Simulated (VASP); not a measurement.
# Hf (P-1) in VASP: further runs, part 2 of 2

VASP 6.6.1. The steps go on from the part before.

## Step 4: Relaxation of cell and atoms, BLYP+D4

The input, INCAR:

```
SYSTEM = Hf
  PREC = Accurate
  ENCUT = 600
  EDIFF = 1E-7
  ISMEAR = -1
  SIGMA = 0.05
  LREAL = .FALSE.
  LASPH = .TRUE.
  NELM = 60
  ALGO = Fast
  ISIF = 3
  LWAVE = .FALSE.
  LCHARG = .FALSE.
  GGA = B5
  ALDAX = 1.0
  AGGAX = 1.0
  AGGAC = 1.0
  ALDAC = 0.0
  IVDW = 13
  VDW_S6 = 1.0
  VDW_S8 = 2.34076671
  VDW_A1 = 0.44488865
  VDW_A2 = 4.0933009
  IBRION = 2
  NSW = 60
  EDIFFG = -0.01
```

The input, KPOINTS:

```
regular mesh
0
G
  11 11 10
  0 0 0
```

The input, POSCAR:

```
Hf
1.0
    0.1192699600      2.3430520200      1.9928205800
    2.3210866400      0.1247983600      1.9872921700
    2.4497549800      2.4661919600     -0.0038699800
Hf
1
Direct
    0.0000000000      0.0000000000      0.0000000000
```

Potentials or basis: VASP PAW PBE potentials, release 64 (Hf_pv).

The run is started by

```sh
$ cat potpaw_PBE.64/Hf_pv/POTCAR > POTCAR
$ mpirun -np 1 vasp_std > vasp.out
```

OUTCAR:

```text
SYSTEM = Hf
   PREC = Accurate
   ENCUT = 600
   EDIFF = 1E-7
   ISMEAR = -1
   LREAL = .FALSE.
   LASPH = .TRUE.
   NELM = 60
   ISIF = 3
   GGA = B5
   IVDW = 13
   IBRION = 2
   NSW = 60
   EDIFFG = -0.01

 ion  position               nearest neighbor table
   1  0.000  0.000  0.000-

  LATTYP: Found a triclinic cell.
 ALAT       =     8.0853201912
 B/A-ratio  =     1.0599326946
 C/A-ratio  =     0.4299299125
 COS(alpha) =     0.0002686543
 COS(beta)  =     0.6444261274
 COS(gamma) =     0.7595425251

  Lattice vectors:

 A1 = (  -2.5596265600,  -4.8109024000,  -5.9729333300)
 A2 = (   2.2206134400,  -2.2215705000,  -7.9734938700)
 A3 = (  -2.4497549800,  -2.4661919600,   0.0038699800)

Analysis of symmetry for initial positions (statically):
=====================================================================
 Subroutine PRICEL returns:
 Original cell was already a primitive cell.

 Routine SETGRP: Setting up the symmetry group for a
 triclinic supercell.

 Subroutine GETGRP returns: Found  2 space group operations
 (whereof  2 operations were pure point group operations)
 out of a pool of  2 trial point group operations.

The static configuration has the point symmetry S_2 .

Analysis of symmetry for dynamics (positions and initial velocities):
=====================================================================
 Subroutine PRICEL returns:
 Original cell was already a primitive cell.

 Routine SETGRP: Setting up the symmetry group for a
 triclinic supercell.

 Subroutine GETGRP returns: Found  2 space group operations
 (whereof  2 operations were pure point group operations)
 out of a pool of  2 trial point group operations.

The dynamic configuration has the point symmetry S_2 .

 Subroutine INISYM returns: Found  2 space group operations
 (whereof  2 operations are pure point group operations),
 and found     1 'primitive' translations

----------------------------------------------------------------------------------------

                                     Primitive cell

  volume of cell :      21.6414
[... 112 lines left out ...]
   GGA     = B5    functional components
   LHFCALC =     F    Hartree Fock is set to
   AEXX    =    0.0000 exact exchange contribution
   IVDW    =    13    specifies the selected vdW correction
   LEPSILON=     F    determine dielectric tensor
   LRPA    =     F    only Hartree local field effects (RPA)
 conjugate gradient relaxation of ions
 non-spin polarized calculation
 RMM-DIIS sequential band-by-band and
  energy-cutoff  :      600.00
  volume of cell :       21.64
 maximum number of plane-waves:       734
 NGX is ok and might be reduce to    28
   NGX = 13   NGY = 13   NGZ = 13

--------------------------------------- Ionic step        1  -------------------------------------------

 number of electron      10.0000000 magnetization

 Free energy of the ion-electron system (eV)
  ---------------------------------------------------
  ext. energy  EPLUGINS =         0.00000000
  ---------------------------------------------------
  free energy    TOTEN  =        -8.47747519 eV

  energy without entropy =       -8.46489539  energy(sigma->0) =       -8.47118529

------------------------ aborting loop because EDIFF is reached ----------------------------------------

  DFT-D4 for vdW energy calculation

  Edisp (eV):   -0.38893
[... 102 lines left out ...]
  FREE ENERGIE OF THE ION-ELECTRON SYSTEM (eV)
  ---------------------------------------------------
  free  energy   TOTEN  =        -8.8768754763 eV

  energy  without entropy=       -8.8636941603  energy(sigma->0) =       -8.87028482

[... ionic steps 4 to 20 ...]

--------------------------------------- Ionic step       21  -------------------------------------------

 number of electron      10.0000001 magnetization

------------------------ aborting loop because EDIFF is reached ----------------------------------------
[... 73 lines left out ...]
--------------------------------------- Ionic step       23  -------------------------------------------

 number of electron      10.0000001 magnetization

 Free energy of the ion-electron system (eV)
  ---------------------------------------------------
  ext. energy  EPLUGINS =         0.00000000
  ---------------------------------------------------
  free energy    TOTEN  =        -8.55442959 eV

  energy without entropy =       -8.54355530  energy(sigma->0) =       -8.54899245

 E-fermi :   5.2480     XC(G=0): -10.6804

 val. band max:        5.2468623319   @ k =   0.1818  -0.2727   0.3000
 cond. band min:       5.2519453691   @ k =  -0.0909  -0.3636   0.3000
 fundamental gap:      0.0050830372
 Fermi energy:         5.2480238091

 k-point     1 :       0.0000    0.0000    0.0000
  band No.  band energies     occupation
      1     -24.7291      2.00000
      2     -24.7239      2.00000
      3     -24.7221      2.00000
      4      -1.8264      2.00000
      5       6.4759      0.00000
      6       6.5401      0.00000
      7       6.5519      0.00000
      8       9.2148      0.00000
      9       9.2698      0.00000
[... 265 lines left out ...]
 k-point    24 :      -0.4545    0.1818   -0.0000
  band No.  band energies     occupation
      1     -25.4564      2.00000
      2     -24.9949      2.00000
      3     -24.8846      2.00000
      4       2.5925      2.00000
      5       4.7135      1.99995
      6       5.8963      0.00000
      7       7.1547      0.00000
      8      11.1552      0.00000
      9      12.1589      0.00000

 [... further k-points ...]

------------------------ aborting loop because EDIFF is reached ----------------------------------------

  DFT-D4 for vdW energy calculation

  Edisp (eV):   -0.37397
[... 24 lines left out ...]
  FREE ENERGIE OF THE ION-ELECTRON SYSTEM (eV)
  ---------------------------------------------------
  free  energy   TOTEN  =        -8.9283980095 eV

  energy  without entropy=       -8.9175237127  energy(sigma->0) =       -8.92296086

 reached required accuracy - stopping structural energy minimisation
```

OSZICAR:

```text
N       E                     dE             d eps       ncg     rms          rms(c)
DAV:   1     0.980682987838E+01    0.98068E+01   -0.65008E+03 10964   0.116E+03
DAV:   2    -0.845365214288E+01   -0.18260E+02   -0.17756E+02 16993   0.142E+02
DAV:   3    -0.875892075192E+01   -0.30527E+00   -0.29507E+00 12843   0.132E+01
DAV:   4    -0.876083356645E+01   -0.19128E-02   -0.19069E-02 14082   0.103E+00
[... 222 lines left out ...]
DAV:   1    -0.855451623424E+01   -0.25466E-03   -0.69181E-03 10988   0.763E-01    0.660E-02
RMM:   2    -0.855445319297E+01    0.63041E-04   -0.56538E-05 11310   0.785E-02    0.295E-02
RMM:   3    -0.855442923594E+01    0.23957E-04   -0.31180E-05 11457   0.494E-02    0.227E-02
RMM:   4    -0.855442951885E+01   -0.28291E-06   -0.60755E-06 12520   0.208E-02    0.144E-02
RMM:   5    -0.855442959479E+01   -0.75939E-07   -0.90247E-07 11206   0.817E-03
  23 F= -.89283980E+01 E0= -.89229609E+01  d E =-.401999E-04
```

It took 15 min on 1 thread of Intel Xeon 6975P-C (Granite Rapids), shared host; peak memory 0.34 GiB.

Results:

| Item | Value |
| --- | --- |
| Free energy | -8.9284 eV |
| Relaxed volume | 22.49 Å³/atom |
| Relaxed cell | a = 3.168 Å, b = 3.169 Å, c = 3.179 Å, α = 59.81°, β = 59.82°, γ = 59.94° |
| Space group after relaxing (to 0.1 Å) | Fm-3m (No. 225) |
| Energy gained by relaxing | 62.0 meV/atom |
| Ionic steps | 23 |
| Pressure after relaxing | 0.0 GPa |
| Band gap on the k mesh | zero (bands 5 and 6 overlap by 1.69 eV) |
| Dispersion energy per atom | -0.374 eV |

Step by step:
```tsv
step	energy change (eV)	largest force (eV/Å)	pressure (GPa)	volume (Å³)
1	0.0000	0.0000	3.79	21.64
2	-0.0021	0.0000	-3.57	23.28
3	-0.0105	0.0000	-0.32	22.49
4	-0.0147	0.0000	-0.37	22.52
5	-0.0313	0.0000	-0.42	22.57
6	-0.0459	0.0000	-0.12	22.56
7	-0.0477	0.0000	-0.31	22.58
8	-0.0480	0.0000	-0.27	22.58
9	-0.0500	0.0000	-0.24	22.57
10	-0.0516	0.0000	-0.08	22.55
11	-0.0519	0.0000	-0.13	22.56
12	-0.0546	0.0000	-0.10	22.54
13	-0.0602	0.0000	0.02	22.50
14	-0.0571	0.0000	0.49	22.38
15	-0.0614	0.0000	0.13	22.46
16	-0.0614	0.0000	0.14	22.46
17	-0.0617	0.0000	0.01	22.49
18	-0.0619	0.0000	-0.16	22.53
19	-0.0619	0.0000	-0.22	22.54
20	-0.0619	0.0000	0.01	22.49
21	-0.0620	0.0000	0.07	22.48
22	-0.0620	0.0000	0.03	22.48
23	-0.0620	0.0000	-0.01	22.49
```

Final structure:
```xyz
1
Lattice="0.0038 2.2417 2.2387 2.2416 0.0025 2.2402 2.2492 2.2462 0.0084" Properties=species:S:1:pos:R:3 pbc="T T T"
Hf    0.0000    0.0000    0.0000
```

Levels at points of the mesh, in eV from the Fermi level:
```
           k point  band 2  band 3  band 4  band 5  band 6  band 7  band 8  band 9
(0.00, 0.00, 0.00)  -29.97  -29.97   -7.07    1.23    1.29    1.30    3.97    4.02
(0.00, 0.00, 0.50)  -30.08  -30.08   -3.62    0.77    1.06    1.08    6.03    6.10
```

Caveat: the PAW data sets were made with another functional, which shifts forces and pressure a little; spin-orbit coupling is left out, which moves the levels of the heavy elements.

## Step 5: Overview

| task | level | cell | cutoff (eV) | smearing | gap on the mesh (eV) | pressure (GPa) |
| --- | --- | --- | --- | --- | --- | --- |
| single point | PBE | as given | 520 | gaussian 0.027 eV | none | 3.3 |
| single point | PBE | as given | 520 | gaussian 0.028 eV | none | 3.2 |
| relaxation of cell and atoms | BLYP+D4 | relaxed | 600 | fermi-dirac 0.05 eV | none | 0.0 |

Alike in all rows: potentials or basis VASP PAW PBE potentials, release 64 (Hf_pv); no spin polarisation; k mesh 11 × 11 × 10.

Caveats: spin-orbit coupling is left out, which moves the levels of the heavy elements; the cell stands under pressure (at least some runs); the PAW data sets were made with another functional, which shifts forces and pressure a little (at least some runs).

Absolute energies hang on the potentials; compare differences alone.
